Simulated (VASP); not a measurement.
Set up this calculation in VASP 6.6.1, as the native input.

```
Task                   : relaxation of cell and atoms
Functional             : PBE
Potentials or basis    : VASP PAW PBE potentials, release 64 (Al, P)
Cutoff                 : 600 eV
k mesh                 : 6 × 6 × 2
Occupations            : gaussian, width 0.2 eV
Spin                   : no spin polarisation
Dipole correction      : no
Further INCAR settings : ALGO = Normal; EDIFF = 1e-07; IBRION = 2; EDIFFG = -0.025; NSW = 80; ISIF = 3
```

The structure of Al5P2 lies in POSCAR:

```
Al5P2
1.0
    3.7134123704     -0.0079270612      0.0102564180
   -0.0079270612      3.7822030697      0.0245238210
    0.0268361588      0.0641671543     10.2453307650
Al P
5 2
Direct
    0.0006935156      0.0014208467      0.0037455718
    0.4957846337      0.5146738938      0.7094854417
    0.5005898014      0.5091240038      0.2893616572
    0.4938816804      0.0006539057      0.5171742272
   -0.0147567764      0.5110917988      0.4858789232
    0.5092449424     -0.0114040197      0.1338427565
    0.0145622030      0.4744395709      0.8605114223
```

One way to write it, as run:

INCAR

```
PREC = Accurate
ENCUT = 600
EDIFF = 1E-7
ISMEAR = 0
SIGMA = 0.2
LREAL = F
LASPH = T
NELM = 100
ALGO = Normal
ISIF = 3
LWAVE = F
LCHARG = F
GGA = PE
IBRION = 2
NSW = 80
EDIFFG = -0.025
```

KPOINTS

```
regular mesh
0
Gamma
  6 6 2
```

Potentials or basis: VASP PAW PBE potentials, release 64 (Al, P).

The run is started by

```sh
$ cat potpaw_PBE.64/Al/POTCAR potpaw_PBE.64/P/POTCAR > POTCAR
$ mpirun -np 1 vasp_std > vasp.out
```

It gave:

* Relaxed volume: 20.70 Å³/atom
* Relaxed cell: a = 3.795 Å, b = 3.794 Å, c = 10.062 Å, α = 89.88°, β = 89.82°, γ = 90.01°
* Space group after relaxing (to 0.1 Å): P-4m2 (No. 115)
* Energy gained by relaxing: 47.0 meV/atom
* Ionic steps: 16
* Pressure after relaxing: 0.0 GPa
* Largest force after relaxing: 0.021 eV/Å
* Band gap on the k mesh: zero (an odd number of electrons rules out a gap without spin polarisation)

Run time: 26 min on 1 thread of Intel Xeon 8259CL, with other jobs on the host, peak memory 0.32 GiB.
